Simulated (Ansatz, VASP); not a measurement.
## Two plane-wave programs on MgO2

```
Mg O
1.0
     1.56007    0.90070    3.45737
    -1.56007    0.90070    3.45737
     0.00000   -1.80141    3.45737
Mg O
1 2
Direct
  0.00000 0.00000 0.00000
  0.42914 0.42914 0.42914
  0.57086 0.57086 0.57086
```

Change from the starting cell: strain -0.0150 x Voigt [1, 1, 0, 0, 0, 0], atoms carried along.

Alike in both runs: task single point; functional PBEsol; k mesh 12 × 12 × 12; occupations gaussian, width 0.05 eV; no spin polarisation.

|  | VASP | Ansatz |
| --- | --- | --- |
| version | VASP 6.6.1 | Ansatz 0.2.0 |
| potentials or method | VASP PAW PBE potentials, release 64 (Mg, O), cutoff 520 eV | scalar-relativistic, plane waves, PAW |
| valence electrons in the cell | 14 | 22 |

|  | VASP | Ansatz | Ansatz less VASP |
| --- | --- | --- | --- |
| gap on the k mesh at the Fermi level (eV) | 2.41 | 2.43 | +0.029 |
| least direct gap on the mesh (eV) | 2.41 | 2.43 | +0.029 |
| pressure (GPa) | 3.5 | 3.6 | +0.06 |
| traceless stress, the component that is largest in VASP (GPa) | -1.46 | -2.66 | -1.195 |
| rms of the force components (eV/Å) | 0.006 | 0.101 | +0.0946 |

VASP's potentials were made for PBE, not for PBEsol. Atom by atom the forces differ by 0.095 eV/Å (rms over components). VASP's potentials hold 14 valence electrons a cell and Ansatz's 22, so a difference there can come from the potentials and not from the codes.
